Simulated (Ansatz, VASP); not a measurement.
# CaLa3: VASP beside Ansatz

```
Ca La
1.0
     5.31413    0.00000    0.00000
     0.00000    5.31413    0.00000
     0.00000    0.00000    5.31413
Ca La
1 3
Direct
  0.00000 0.00000 0.00000
  0.00000 0.50000 0.50000
  0.50000 0.00000 0.50000
  0.50000 0.50000 0.00000
```

Change from the starting cell: species swapped into the GdTl3 type (Pm-3m, No. 221).

Alike in both runs: functional PBE; k mesh 4 × 4 × 4; occupations gaussian, width 0.1 eV; no spin polarisation.

Ansatz relaxed the structure, and its values are those at the end. VASP's run is a single point on that final structure, the one shown.

|  | VASP | Ansatz |
| --- | --- | --- |
| version | VASP 6.6.1 | Ansatz 0.2.0 |
| potentials or method | VASP PAW PBE potentials, release 64 (Ca_sv, La), cutoff 520 eV | scalar-relativistic, plane waves, PAW |
| valence electrons in the cell | 43 | 43 |

```csv
,VASP,Ansatz,Ansatz less VASP
gap on the k mesh at the Fermi level (eV),none,none,-
pressure (GPa),0.2,0.2,-0.05
```

A gap of «none» marks a metal or a gap that the smearing closes.

Neither program's run includes spin-orbit coupling.
